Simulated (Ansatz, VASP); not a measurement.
This is a calculation of Os for VASP 6.6.1.

File INCAR:

```
  PREC = Accurate
  ENCUT = 520
  EDIFF = 1E-6
  ISMEAR = -1
  SIGMA = 0.05
  LREAL = F
  LASPH = T
  NELM = 100
  ALGO = Normal
  ISIF = 2
  LWAVE = F
  LCHARG = F
  GGA = CA
  NBANDS = 15
```

Contents of KPOINTS:

```
Automatic mesh
0
Gamma
  11 11 6
```

The input POSCAR:

```
Os
1.0
    2.7877234178      0.0000000000      0.0000000000
   -1.3938617089      2.4142392985      0.0000000000
    0.0000000000      0.0000000000      4.4044215090
Os
2
Direct
    0.6666666667      0.3333333333      0.7500000000
    0.3333333333      0.6666666667      0.2500000000
```

Potentials or basis: VASP PAW LDA potentials, release 64 (Os).

Run with:

```console
$ cat potpaw_LDA.64/Os/POTCAR > POTCAR
$ mpirun -np 1 vasp_std > vasp.out
```

Question: Set up the same calculation for Ansatz 0.2.0. Potentials there: all-electron LAPW, scalar-relativistic.

Answer: As run (the cutoff follows the program's own potentials):

Contents of input.yaml:

```yaml
crystal:
  lattice:
    - [2.7877234178, 0.0, 0.0]
    - [-1.3938617089, 2.4142392985, 0.0]
    - [0.0, 0.0, 4.404421509]
  atoms:
    - { symbol: Os, position: [0.6666666667, 0.3333333333, 0.75] }
    - { symbol: Os, position: [0.3333333333, 0.6666666667, 0.25] }
kpoints:
  mp_grid: { grid: [11, 11, 6] }
scf:
  occupations: { method: fermi_dirac, width: 0.05 }
hamiltonian:
  xc: lda
  pseudopotentials: { kind: all_electron, lapw: { basis_error: 0.001 } }
output:
  forces: true
  stress: true
  eigenvalues: true
```

Potentials or basis: all-electron LAPW, scalar-relativistic.

Command:

```bash
$ ansatz run input.yaml --threads 1 --pin off --max-ram 3072MiB --backend cpu --events-out ev --progress --plain --runs-dir out
```

Both were run:

|  | VASP | Ansatz | Ansatz less VASP |
| --- | --- | --- | --- |
| gap on the k mesh at the Fermi level (eV) | none | none | - |
| pressure (GPa) | -28.8 | -29.1 | -0.33 |
| traceless stress, the component that is largest in VASP (GPa) | -1.35 | -1.29 | +0.061 |

LDA's correlation is that of Perdew and Zunger in VASP and of Perdew and Wang (1992) in Ansatz. A gap of «none» marks a metal or a gap that the smearing closes. Both programs put the cell under strong tension, so it lies far from rest at this level. Ansatz ran all-electron here, and VASP with PAW potentials.

Spin-orbit coupling is off throughout.
